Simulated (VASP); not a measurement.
Runs of VASP 6.6.1 on Ta3N. The structure is that of space group P-3m1 (No. 164), or close to it. The cells are those of the table. 

| level | cell | k mesh | smearing | gap on the mesh (eV) | pressure (GPa) | largest force (eV/Å) |
| --- | --- | --- | --- | --- | --- | --- |
| PBEsol | a = 3.001, b = 3.001, c = 7.450 Å, angles 90.0, 90.0, 120.0°, 4 atoms | 18 × 18 × 6 | gaussian 0.1 eV | none | 0.4 | (b) |
| PBE | a = 3.137, b = 3.137, c = 7.784 Å, angles 90.0, 90.0, 120.0°, 4 atoms | 15 × 15 × 6 | gaussian 0.1 eV | none | (a) | 0.58 |
| PBEsol | a = 3.131, b = 3.131, c = 7.544 Å, angles 90.0, 90.0, 120.0°, 4 atoms | 15 × 15 × 6 | gaussian 0.1 eV | none | -22.1 | 1.85 |
| PBEsol | a = 3.001, b = 3.001, c = 7.450 Å, angles 90.0, 90.0, 120.0°, 4 atoms | 12 × 12 × 6 | gaussian 0.15 eV | none | 0.4 | 0.08 |

Alike in all rows: task single point; potentials or basis VASP PAW PBE potentials, release 64 (Ta_pv, N); no spin polarisation; cutoff (eV) 520.

Problem. Estimate the missing entries.

Solution. (a) -20.7; (b) 0.06.

Caveats: spin-orbit coupling is left out, which moves the levels of the heavy elements; the PAW data sets were made with another functional, which shifts forces and pressure a little (some runs).

A k mesh can miss the band edges, and the runs leave out spin-orbit coupling on Ta.

A gap of «none» marks levels without a gap at the run's occupations.
